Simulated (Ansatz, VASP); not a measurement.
## LiF: VASP beside Ansatz

```
Li F
1.0
     2.59793    0.00000    0.00000
     0.00000    2.59793    0.00000
     0.00000    0.00000    2.55953
Li F
1 1
Direct
  0.00000 0.00000 0.00000
  0.50000 0.50000 0.50000
```

Change from the starting cell: strain +0.0150 x Voigt [1, 1, 0, 0, 0, 0], atoms carried along.

Alike in both runs: task single point; functional LDA; k mesh 10 × 10 × 10; occupations gaussian, width 0.05 eV; no spin polarisation.

|  | VASP | Ansatz |
| --- | --- | --- |
| version | VASP 6.6.1 | Ansatz 0.2.0 |
| potentials or method | VASP PAW LDA potentials, release 64 (Li_sv, F), cutoff 520 eV | scalar-relativistic, plane waves, PAW |
| valence electrons in the cell | 10 | 10 |

```tsv
	VASP	Ansatz	Ansatz less VASP
gap on the k mesh at the Fermi level (eV)	7.00	7.00	+0.004
least direct gap on the mesh (eV)	7.62	7.62	+0.003
```

LDA's correlation is that of Perdew and Zunger in VASP and of Perdew and Wang (1992) in Ansatz.

Noted on VASP's run: the cutoff is short for stress, so the pressure is rough.
